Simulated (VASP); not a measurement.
# BaTiO3 (R3m) in VASP: further runs, part 2 of 2

VASP 6.6.1.

## 4. Single point, r2SCAN+U (strain -0.025 along x and y, -0.050 along z)

Contents of POSCAR:

```
BaTiO3
1.0
    2.7659750502      1.5969364398      2.2049439350
   -2.7659750502      1.5969364398      2.2049439350
    0.0000000000     -3.1938728796      2.2049439350
Ba Ti O
1 1 3
Direct
    0.9999656897      0.9999656897      0.9999656897
    0.5077048750      0.5077048750      0.5077048750
    0.4922539385      0.4922539385      0.9865215584
    0.4922539385      0.9865215584      0.4922539385
    0.9865215584      0.4922539385      0.4922539385
```

Contents of INCAR.step1:

```
SYSTEM = BaTiO3
ALGO = Normal
EDIFF = 1E-4
ENCUT = 520
GGA = PE
ISMEAR = 0
LASPH = .True.
LCHARG = .False.
LDAU = .True.
LDAUJ = 0 0 0
LDAUL = -1 2 -1
LDAUTYPE = 2
LDAUU = 0 4 0
LMAXMIX = 4
LREAL = .False.
LWAVE = .True.
NBANDS = 28
NELM = 150
PREC = Accurate
SIGMA = 0.05
```

Contents of INCAR.step2:

```
SYSTEM = BaTiO3
ALGO = Normal
EDIFF = 1E-6
ENCUT = 520
ISIF = 2
ISMEAR = 0
ISTART = 1
LASPH = .True.
LCHARG = .True.
LDAU = .True.
LDAUJ = 0 0 0
LDAUL = -1 2 -1
LDAUPRINT = 1
LDAUTYPE = 2
LDAUU = 0 4 0
LELF = .True.
LMAXMIX = 4
LMIXTAU = .True.
LREAL = .False.
LVHAR = .True.
LWAVE = .False.
METAGGA = R2SCAN
NBANDS = 28
NELM = 150
PREC = Accurate
SIGMA = 0.05
```

Contents of KPOINTS:

```
k-points
0
Gamma
  6 6 6
  0 0 0
```

Started as:

```sh
> cat potpaw_PBE.64/Ba_sv/POTCAR potpaw_PBE.64/Ti_sv/POTCAR potpaw_PBE.64/O/POTCAR > POTCAR
> cp INCAR.step1 INCAR
> mpirun -np 1 vasp_std > vasp.out
> cp INCAR.step2 INCAR
> mpirun -np 1 vasp_std > vasp.out
```

It took 1.9 min on 1 thread of Intel Xeon Platinum 8488C (Sapphire Rapids), shared host; peak memory 0.2 GiB.

The run converged. Its results:

```yaml
Free_energy: -71.0274 eV
Pressure: 27.9 GPa
Largest_force: 1.409 eV/Å
Band_gap_on_the_k_mesh: 3.13 eV (least direct gap 3.29 eV)
```

Forces in eV/Å, atoms in the order of the input:
```
Ba   0.000  0.000 -0.104
Ti   0.000  0.000 -1.409
O    0.000 -0.738  0.504
O   -0.639  0.369  0.504
O    0.639  0.369  0.504
```

Stress tensor (GPa, compression positive):
```
25.49  0.00  0.00
 0.00 25.49  0.00
 0.00  0.00 32.72
```

Levels at points of the mesh, in eV from the valence-band top:
```csv
k point,band 17,band 18,band 19,band 20,band 21,band 22,band 23,band 24
"(0.00, 0.00, 0.00)",-1.37,-0.28,-0.28,-0.16,3.13,3.18,3.18,5.13
"(0.50, 0.00, 0.00)",-1.90,-1.72,-0.97,-0.85,3.39,4.98,5.04,5.16
"(0.50, 0.50, 0.00)",-1.86,-0.89,-0.82,-0.13,5.02,5.08,5.51,6.04
"(0.50, 0.50, 0.50)",-2.11,-0.05,-0.05,0.00,5.72,5.86,5.86,7.67
```

Eigenvalues of the final occupation matrices:
| site | spin | trace | eigenvalues |
| --- | --- | --- | --- |
| site 2 d | 1 | 0.83 | 0.11 0.11 0.11 0.26 0.26 |
| site 2 d | 2 | 0.83 | 0.11 0.11 0.11 0.26 0.26 |

Caveat: the cell differs from its parent crystal (strain -0.025 along x and y, -0.050 along z); the cell stands under pressure; the PAW data sets were made with another functional, which shifts forces and pressure a little; spin-orbit coupling is left out, which moves the levels of the heavy elements. A k mesh can miss the band edges.

## 5. Single point, r2SCAN+U (strain -0.025 along x and y, -0.025 along z)

POSCAR, as its differences from that of step 4:

```diff
@@ -2,5 +2,5 @@
 1.0
-    2.7659750502      1.5969364398      2.2049439350
-   -2.7659750502      1.5969364398      2.2049439350
-    0.0000000000     -3.1938728796      2.2049439350
+    2.7659750502      1.5969364398      2.2629687754
+   -2.7659750502      1.5969364398      2.2629687754
+    0.0000000000     -3.1938728796      2.2629687754
 Ba Ti O
```

Contents of INCAR.step1:

```
ALGO = Normal ; EDIFF = 1E-4
ENCUT = 520 ; GGA = PE
ISMEAR = 0 ; LASPH = True
LCHARG = False ; LDAU = True
LDAUJ = 0 0 0 ; LDAUL = -1 2 -1
LDAUTYPE = 2 ; LDAUU = 0 4 0
LMAXMIX = 4 ; LREAL = False
LWAVE = True ; NBANDS = 28
NELM = 150 ; PREC = Accurate
SIGMA = 0.05
```

Contents of INCAR.step2:

```
ALGO = Normal ; EDIFF = 1E-7
ENCUT = 520 ; ISIF = 2
ISMEAR = 0 ; ISTART = 1
LASPH = True ; LCHARG = False
LDAU = True ; LDAUJ = 0 0 0
LDAUL = -1 2 -1 ; LDAUPRINT = 1
LDAUTYPE = 2 ; LDAUU = 0 4 0
LMAXMIX = 4 ; LMIXTAU = True
LREAL = False ; LWAVE = False
METAGGA = R2SCAN ; NBANDS = 28
NELM = 150 ; PREC = Accurate
SIGMA = 0.05
```

Contents of KPOINTS:

```
k-points
0
Gamma
  6 6 6
```

Potentials or basis: VASP PAW PBE potentials, release 64 (Ba_sv, Ti_sv, O).

Started as:

```sh
> cat potpaw_PBE.64/Ba_sv/POTCAR potpaw_PBE.64/Ti_sv/POTCAR potpaw_PBE.64/O/POTCAR > POTCAR
> cp INCAR.step1 INCAR
> mpirun -np 1 vasp_std > vasp.out
> cp INCAR.step2 INCAR
> mpirun -np 1 vasp_std > vasp.out
```

OUTCAR:

```text
EDIFF = 1E-7
   ENCUT = 520
   ISIF = 2
   ISMEAR = 0
   ISTART = 1
   LASPH = True
   LREAL = False
   METAGGA = R2SCAN
   NELM = 150
   PREC = Accurate

 ion  position               nearest neighbor table
   1  1.000  1.000  1.000-   3 2.73   4 2.73   5 2.73   5 2.77   4 2.77   4 2.77   5 2.77   3 2.77
                             3 2.77   3 2.81   4 2.81   5 2.81   2 3.34   2 3.37   2 3.37   2 3.37
   2  0.508  0.508  0.508-   3 1.88   4 1.88   5 1.88   3 2.04   4 2.04   5 2.04   1 3.34   1 3.37
                             1 3.37   1 3.37   1 3.41   1 3.41   1 3.41   1 3.45
   3  0.492  0.492  0.987-   2 1.88   2 2.04   1 2.73   1 2.77   1 2.77   1 2.81
   4  0.492  0.987  0.492-   2 1.88   2 2.04   1 2.73   1 2.77   1 2.77   1 2.81
   5  0.987  0.492  0.492-   2 1.88   2 2.04   1 2.73   1 2.77   1 2.77   1 2.81

  LATTYP: Found a trigonal (rhomboedric) cell.
 ALAT       =     3.9143136882
 COS(alpha) =     0.0013455092

  Lattice vectors:

 A1 = (   2.7659750502,   1.5969364398,   2.2629687754)
 A2 = (  -2.7659750502,   1.5969364398,   2.2629687754)
 A3 = (   0.0000000000,  -3.1938728796,   2.2629687754)

Analysis of symmetry for initial positions (statically):
[... 214 lines left out ...]

  energy without entropy =      -71.28319742  energy(sigma->0) =      -71.28319742

 E-fermi :   4.4029     XC(G=0): -12.3003

 val. band max:        4.1659249667   @ k =   0.5000   0.5000   0.5000
 cond. band min:       7.2811309180   @ k =   0.0000   0.0000   0.0000
 fundamental gap:      3.1152059513
 Fermi energy:         4.4029041199

 k-point     1 :       0.0000    0.0000    0.0000
  band No.  band energies     occupation
      1     -55.2322      2.00000
      2     -30.4045      2.00000
      3     -30.4045      2.00000
      4     -30.4023      2.00000
      5     -21.1687      2.00000
      6     -13.8535      2.00000
[... 733 lines left out ...]
     27      13.3613      0.00000
     28      13.9165      0.00000

 [... further k-points ...]
[... 5 lines left out ...]
  --------------------------------------------------------------------------------------
  -------------------------------------------------------------------------------------
  Total        7.8932126      7.8932126      7.6139364     -0.0000000     -0.0000000      0.0000000
  in kB      210.8621759    210.8621759    203.4014883     -0.0000000     -0.0000000      0.0000000
  external PRESSURE =     208.3752800 kB  Pullay stress =       0.0000000 kB

 VOLUME and BASIS-vectors are now :
 -----------------------------------------------------------------------------
  energy-cutoff  :      520.00
  volume of cell :       59.97
      direct lattice vectors                 reciprocal lattice vectors
     2.765975050  1.596936440  2.262968775     0.180768080  0.104366500  0.147299131
    -2.765975050  1.596936440  2.262968775    -0.180768080  0.104366500  0.147299131
     0.000000000 -3.193872880  2.262968775     0.000000000 -0.208733000  0.147299131

 POSITION                                       TOTAL-FORCE (eV/Angst)
 -----------------------------------------------------------------------------------
      0.00000      0.00000      6.78867        -0.000000      0.000000     -0.074337
      0.00000      0.00000      3.44676        -0.000000      0.000000     -1.177141
      0.00000     -1.57863      4.46038        -0.000000     -0.642258      0.417160
     -1.36713      0.78931      4.46038        -0.556211      0.321129      0.417160
      1.36713      0.78931      4.46038         0.556211      0.321129      0.417160
 -----------------------------------------------------------------------------------
    total drift:                               -0.000000     -0.000003      0.005257

  FREE ENERGIE OF THE ION-ELECTRON SYSTEM (eV)
  ---------------------------------------------------
  free  energy   TOTEN  =       -71.2831974229 eV

  energy  without entropy=      -71.2831974229  energy(sigma->0) =      -71.28319742
```

OUTCAR.step1:

```text
EDIFF = 1E-4
   ENCUT = 520
   GGA = PE
   ISMEAR = 0
[... 984 lines left out ...]
      0.00000      0.00000      3.44676         0.000000      0.000000     -1.088000
      0.00000     -1.57863      4.46038         0.000000     -0.644663      0.384169
     -1.36713      0.78931      4.46038        -0.558295      0.322332      0.384169
      1.36713      0.78931      4.46038         0.558295      0.322332      0.384169
 -----------------------------------------------------------------------------------
    total drift:                               -0.000000     -0.000003     -0.001511

  FREE ENERGIE OF THE ION-ELECTRON SYSTEM (eV)
  ---------------------------------------------------
  free  energy   TOTEN  =       -36.8485817083 eV

  energy  without entropy=      -36.8485817083  energy(sigma->0) =      -36.84858171
```

OSZICAR.step1:

```text
N       E                     dE             d eps       ncg     rms          rms(c)
DAV:   1     0.444834409863E+03    0.44483E+03   -0.21065E+04  1792   0.157E+03
DAV:   2    -0.384687685481E+01   -0.44868E+03   -0.42816E+03  2040   0.437E+02
DAV:   3    -0.463913352798E+02   -0.42544E+02   -0.42185E+02  2492   0.134E+02
DAV:   4    -0.483494028944E+02   -0.19581E+01   -0.19541E+01  2692   0.245E+01
DAV:   5    -0.483995878228E+02   -0.50185E-01   -0.50175E-01  2412   0.309E+00    0.254E+01
DAV:   6    -0.365621711142E+02    0.11837E+02   -0.54281E+01  2640   0.716E+01    0.964E+00
DAV:   7    -0.368577091069E+02   -0.29554E+00   -0.65291E+00  2284   0.154E+01    0.632E+00
DAV:   8    -0.368670185783E+02   -0.93095E-02   -0.11330E+00  2276   0.909E+00    0.176E+00
DAV:   9    -0.368517781613E+02    0.15240E-01   -0.13231E-01  2212   0.352E+00    0.935E-01
DAV:  10    -0.368538880568E+02   -0.21099E-02   -0.93940E-02  2104   0.206E+00    0.682E-01
DAV:  11    -0.368486786663E+02    0.52094E-02   -0.25514E-02  2576   0.140E+00    0.153E-01
DAV:  12    -0.368486513526E+02    0.27314E-04   -0.27798E-03  2232   0.552E-01    0.917E-02
DAV:  13    -0.368485817083E+02    0.69644E-04   -0.38551E-04  1700   0.205E-01
   1 F= -.36848582E+02 E0= -.36848582E+02  d E =-.310130E-33
```

Wall time 2.1 min (1 thread of Intel Xeon Platinum 8488C (Sapphire Rapids), shared host); peak memory 0.2 GiB.

What came out:

```yaml
Free_energy: -71.2832 eV
Pressure: 20.8 GPa
Largest_force: 1.177 eV/Å
Band_gap_on_the_k_mesh: 3.12 eV (least direct gap 3.34 eV)
```

Forces on the atoms (eV/Å):
```
Ba   0.000  0.000 -0.074
Ti   0.000  0.000 -1.177
O    0.000 -0.642  0.417
O   -0.556  0.321  0.417
O    0.556  0.321  0.417
```

Stress tensor (GPa, compression positive):
```
21.09  0.00  0.00
 0.00 21.09  0.00
 0.00  0.00 20.34
```

Levels at points of the mesh, in eV from the valence-band top:
```
           k point  band 16  band 17  band 18  band 19  band 20  band 21  band 22  band 23  band 24  band 25
(0.00, 0.00, 0.00)    -1.34    -1.24    -0.28    -0.23    -0.23     3.12     3.12     3.18     4.99     4.99
(0.50, 0.00, 0.00)    -2.12    -1.78    -1.72    -0.90    -0.86     3.34     4.89     4.93     4.99     7.08
(0.50, 0.50, 0.00)    -2.86    -1.84    -0.86    -0.84    -0.10     4.94     4.94     5.38     5.84     8.89
(0.50, 0.50, 0.50)    -2.26    -2.25    -0.01    -0.01     0.00     5.62     5.69     5.69     7.63     7.63
```

Eigenvalues of the final occupation matrices:
| site | spin | trace | eigenvalues |
| --- | --- | --- | --- |
| site 2 d | 1 | 0.82 | 0.10 0.10 0.10 0.25 0.25 |
| site 2 d | 2 | 0.82 | 0.10 0.10 0.10 0.25 0.25 |

Caveat: the cell differs from its parent crystal (strain -0.025 along x and y, -0.025 along z); the cell stands under pressure; the PAW data sets were made with another functional, which shifts forces and pressure a little; spin-orbit coupling is left out, which moves the levels of the heavy elements. A k mesh can miss the band edges.

## 6. Overview

| cell | gap on the mesh (eV) | pressure (GPa) | largest force (eV/Å) |
| --- | --- | --- | --- |
| a = 3.814 Å, angles 89.9°, 5 atoms | 3.33 | 44.5 | 1.92 |
| a = 3.848 Å, angles 88.9°, 5 atoms | 3.21 | 36.0 | 1.67 |
| a = 3.881 Å, angles 90.9°, 5 atoms | 3.13 | 27.9 | 1.41 |
| a = 3.914 Å, angles 89.9°, 5 atoms | 3.12 | 20.8 | 1.18 |

Alike in all rows: task single point; level r2SCAN+U; potentials or basis VASP PAW PBE potentials, release 64 (Ba_sv, Ti_sv, O); no spin polarisation; Ti d U = 4.0 eV; k mesh 6 × 6 × 6; cutoff (eV) 520; smearing gaussian 0.05 eV.

Caveats: the cell stands under pressure; the PAW data sets were made with another functional, which shifts forces and pressure a little; spin-orbit coupling is left out, which moves the levels of the heavy elements.

Absolute energies hang on the potentials; compare differences alone.
